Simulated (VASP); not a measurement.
# Sn2C3 (R3m) in VASP: single point with PBE

Aim: the single point of Sn2C3 with PBE.

Program: VASP 6.6.1. These are calculated values, not measurements. Logs are shortened: lines on timing, memory, paths and dates and some standing lists are left out, and cuts for length are marked.

## 1. The cell of the first run

Symmetry: R3m, No. 160, trigonal system. Conventional cell: a = 6.799 Å, b = 6.799 Å, c = 17.883 Å, α = 90.00°, β = 90.00°, γ = 120.00°. Within 4.3 Å of Sn (site symmetry 3m) lie 6 Sn at 2.94 to 4.28 Å and 12 C at 4.01 to 4.16 Å. Within 3.3 Å of Sn (site symmetry m) lie 6 C at 2.21 to 3.14 Å and 3 Sn at 2.94 to 3.27 Å. Within 1.9 Å of C (site symmetry 1) lie 2 C at 1.40 to 1.41 Å.

The cell was generated, and may not be a known phase.

## 2. Single point, PBE

INCAR

```
PREC = Accurate
ENCUT = 520
EDIFF = 1E-6
ISMEAR = 0
SIGMA = 0.02
LREAL = False
LASPH = True
NELM = 100
ALGO = Normal
ISIF = 2
LWAVE = False
LCHARG = True
GGA = PE
LELF = True
LVHAR = True
NBANDS = 51
```

KPOINTS

```
Automatic mesh
0
Gamma
  6 6 6
```

POSCAR

```
Sn2C3
1.0
    3.3994646056      1.9626818051      5.9610075660
   -3.3994646056      1.9626818051      5.9610075660
    0.0000000000     -3.9253636103      5.9610075660
Sn C
4 6
Direct
    0.4905286983      0.4905286983      0.4905286983
    0.5445630195      0.0259969162      0.5445630195
    0.0259969162      0.5445630195      0.5445630195
    0.5445630195      0.5445630195      0.0259969162
    0.7778491341      0.9850568292      0.1914759151
    0.9850568292      0.1914759151      0.7778491341
    0.1914759151      0.7778491341      0.9850568292
    0.1914759151      0.9850568292      0.7778491341
    0.7778491341      0.1914759151      0.9850568292
    0.9850568292      0.7778491341      0.1914759151
```

Potentials or basis: VASP PAW PBE potentials, release 64 (Sn_d, C).

Command:

```sh
$ cat potpaw_PBE.64/Sn_d/POTCAR potpaw_PBE.64/C/POTCAR > POTCAR
$ mpirun -np 1 vasp_std > vasp.out
```

OUTCAR:

```text
PREC = Accurate
   ENCUT = 520
   EDIFF = 1E-6
   ISMEAR = 0
   LREAL = False
   LASPH = True
   NELM = 100
   ISIF = 2
   GGA = PE

 ion  position               nearest neighbor table
   1  0.491  0.491  0.491-   2 2.94   3 2.94   4 2.94
   2  0.545  0.026  0.545-   8 2.21   5 2.21   1 2.94   4 3.27   3 3.27   4 3.53   3 3.53
   3  0.026  0.545  0.545-   6 2.21  10 2.21   1 2.94   4 3.27   2 3.27   4 3.53   2 3.53
   4  0.545  0.545  0.026-   7 2.21   9 2.21   1 2.94   2 3.27   3 3.27   2 3.53   3 3.53
   5  0.778  0.985  0.191-   9 1.40  10 1.41   2 2.21
   6  0.985  0.191  0.778-   8 1.40   9 1.41   3 2.21
   7  0.191  0.778  0.985-  10 1.40   8 1.41   4 2.21
   8  0.191  0.985  0.778-   6 1.40   7 1.41   2 2.21
   9  0.778  0.191  0.985-   5 1.40   6 1.41   4 2.21
  10  0.985  0.778  0.191-   7 1.40   5 1.41   3 2.21

  LATTYP: Found a trigonal (rhomboedric) cell.
 ALAT       =     7.1373728132
 COS(alpha) =     0.5462942548

  Lattice vectors:

 A1 = (   3.3994646056,   1.9626818051,   5.9610075660)
 A2 = (  -3.3994646056,   1.9626818051,   5.9610075660)
 A3 = (   0.0000000000,  -3.9253636103,   5.9610075660)

Analysis of symmetry for initial positions (statically):
=====================================================================
 Subroutine PRICEL returns:
 Original cell was already a primitive cell.

 Routine SETGRP: Setting up the symmetry group for a
 trigonal (rhombohedral) supercell.

 Subroutine GETGRP returns: Found  6 space group operations
 (whereof  6 operations were pure point group operations)
 out of a pool of 12 trial point group operations.

The static configuration has the point symmetry C_3v.

Analysis of symmetry for dynamics (positions and initial velocities):
=====================================================================
 Subroutine PRICEL returns:
 Original cell was already a primitive cell.

 Routine SETGRP: Setting up the symmetry group for a
 trigonal (rhombohedral) supercell.

 Subroutine GETGRP returns: Found  6 space group operations
 (whereof  6 operations were pure point group operations)
 out of a pool of 12 trial point group operations.

The dynamic configuration has the point symmetry C_3v.

 Subroutine INISYM returns: Found  6 space group operations
 (whereof  6 operations are pure point group operations),
 and found     1 'primitive' translations

----------------------------------------------------------------------------------------

                                     Primitive cell
[... 117 lines left out ...]
   PSTRESS=    0.0 pullay stress
   NELECT =      80.0000    total number of electrons
   NUPDOWN=      -1.0000    fix difference up-down
   EMIN   =  10.00;   EMAX   =-10.00  energy-range for DOS
   EFERMI =   0.00;   METHOD = LEGACY
   ISMEAR =     0;   SIGMA  =   0.02  broadening in eV -4-tet -1-fermi 0-gaus
   EFERMI_NEDOS =   21; number of points for ismear=-14 and -15
   IALGO  =     38    algorithm
   IMIX   =      4    mixing-type and parameters
     AMIX     =   0.40;   BMIX     =  1.00
     AMIX_MAG =   1.60;   BMIX_MAG =  1.00
  volume/ion in A,a.u.               =      23.86       161.04
  Fermi-wavevector in a.u.,A,eV,Ry     =   1.137263  2.149116 17.597339  1.293368
  Thomas-Fermi vector in A             =   2.273968
   LORBIT       =      0    0 simple, 1 ext, 2 COOP (PROOUT), +10 PAW based schemes
   GGA     = PE    functional components
   LHFCALC =     F    Hartree Fock is set to
   AEXX    =    0.0000 exact exchange contribution
   IVDW    =     0    specifies the selected vdW correction
   LEPSILON=     F    determine dielectric tensor
   LRPA    =     F    only Hartree local field effects (RPA)
 non-spin polarized calculation
 Gauss-broadening in eV      SIGMA  =   0.02
  energy-cutoff  :      520.00
  volume of cell :      238.63
 maximum number of plane-waves:      6515
 NGX is ok and might be reduce to    54
   NGX = 27   NGY = 27   NGZ = 27

 number of electron      80.0000007 magnetization

 Free energy of the ion-electron system (eV)
  ---------------------------------------------------
  ext. energy  EPLUGINS =         0.00000000
  ---------------------------------------------------
  free energy    TOTEN  =       -63.53920996 eV

  energy without entropy =      -63.53920996  energy(sigma->0) =      -63.53920996

 E-fermi :   2.5969     XC(G=0):  -7.9647

 val. band max:        2.4532853219   @ k =   0.5000   0.1667   0.0000
 cond. band min:       3.5763117651   @ k =  -0.1667   0.5000   0.1667
 fundamental gap:      1.1230264432
 Fermi energy:         2.5969241687

 k-point     1 :       0.0000    0.0000    0.0000
  band No.  band energies     occupation
      1     -18.3744      2.00000
      2     -18.2920      2.00000
      3     -18.2920      2.00000
      4     -18.2895      2.00000
      5     -18.2594      2.00000
      6     -18.2594      2.00000
[... 1285 lines left out ...]
     50       8.0522      0.00000
     51       8.5239      0.00000

 [... further k-points ...]

------------------------ aborting loop because EDIFF is reached ----------------------------------------

  FORCE on cell =-STRESS in cart. coord.  units (eV):
  Direction    XX          YY          ZZ          XY          YZ          ZX
  --------------------------------------------------------------------------------------
  -------------------------------------------------------------------------------------
  Total        0.1487271      0.1487271     -0.0092979      0.0000000      0.0000000      0.0000000
  in kB        0.9985491      0.9985491     -0.0624260      0.0000000      0.0000000      0.0000000
  external PRESSURE =       0.6448907 kB  Pullay stress =       0.0000000 kB

 VOLUME and BASIS-vectors are now :
 -----------------------------------------------------------------------------
  energy-cutoff  :      520.00
  volume of cell :      238.63
      direct lattice vectors                 reciprocal lattice vectors
     3.399464606  1.962681805  5.961007566     0.147081984  0.084917823  0.055918958
    -3.399464606  1.962681805  5.961007566    -0.147081984  0.084917823  0.055918958
     0.000000000 -3.925363610  5.961007566     0.000000000 -0.169835647  0.055918958

 POSITION                                       TOTAL-FORCE (eV/Angst)
 -----------------------------------------------------------------------------------
      0.00000     -0.00000      8.77214         0.000000     -0.000000      0.010244
      1.76285     -1.01778      6.64726        -0.006483      0.003743     -0.004417
     -1.76285     -1.01778      6.64726         0.006483      0.003743     -0.004417
      0.00000      2.03556      6.64726         0.000000     -0.007486     -0.004417
     -0.70440      2.70841     11.65009        -0.025205     -0.044628      0.000501
      2.69775     -0.74418     11.65009        -0.026046      0.044142      0.000501
     -1.99336     -1.96423     11.65009         0.051251      0.000485      0.000501
     -2.69775     -0.74418     11.65009         0.026046      0.044142      0.000501
      1.99336     -1.96423     11.65009        -0.051251      0.000485      0.000501
      0.70440      2.70841     11.65009         0.025205     -0.044628      0.000501
 -----------------------------------------------------------------------------------
    total drift:                               -0.000000      0.000000     -0.000731

  FREE ENERGIE OF THE ION-ELECTRON SYSTEM (eV)
  ---------------------------------------------------
  free  energy   TOTEN  =       -63.5392099567 eV

  energy  without entropy=      -63.5392099567  energy(sigma->0) =      -63.53920996
```

It took 8.7 min on 1 thread of Intel Xeon Platinum 8488C (Sapphire Rapids), shared host; peak memory 0.57 GiB.

What came out:

| Property | Result |
| --- | --- |
| Free energy | -63.5392 eV |
| Pressure | 0.1 GPa |
| Largest force | 0.051 eV/Å |
| Band gap on the k mesh | 1.12 eV (least direct gap 1.23 eV) |

Forces in eV/Å, atoms in the order of the input:
```
Sn   0.000  0.000  0.010
Sn  -0.006  0.004 -0.004
Sn   0.006  0.004 -0.004
Sn   0.000 -0.007 -0.004
C   -0.025 -0.045  0.001
C   -0.026  0.044  0.001
C    0.051  0.000  0.001
C    0.026  0.044  0.001
C   -0.051  0.000  0.001
C    0.025 -0.045  0.001
```

Stress tensor (GPa, compression positive):
```
 0.10  0.00  0.00
 0.00  0.10  0.00
 0.00  0.00 -0.01
```

Levels at points of the mesh, in eV from the valence-band top:
```tsv
k point	band 38	band 39	band 40	band 41	band 42	band 43
(0.00, 0.00, 0.00)	-1.59	-0.65	-0.65	1.60	2.66	2.66
(0.50, 0.00, 0.00)	-0.72	-0.52	-0.12	1.35	2.22	2.38
(0.50, 0.50, 0.00)	-0.66	-0.57	-0.47	1.40	2.14	2.49
(0.50, 0.50, 0.50)	-1.19	-0.18	-0.18	1.88	1.88	2.47
```

Caveat: spin-orbit coupling is left out, which moves the levels of the heavy elements.
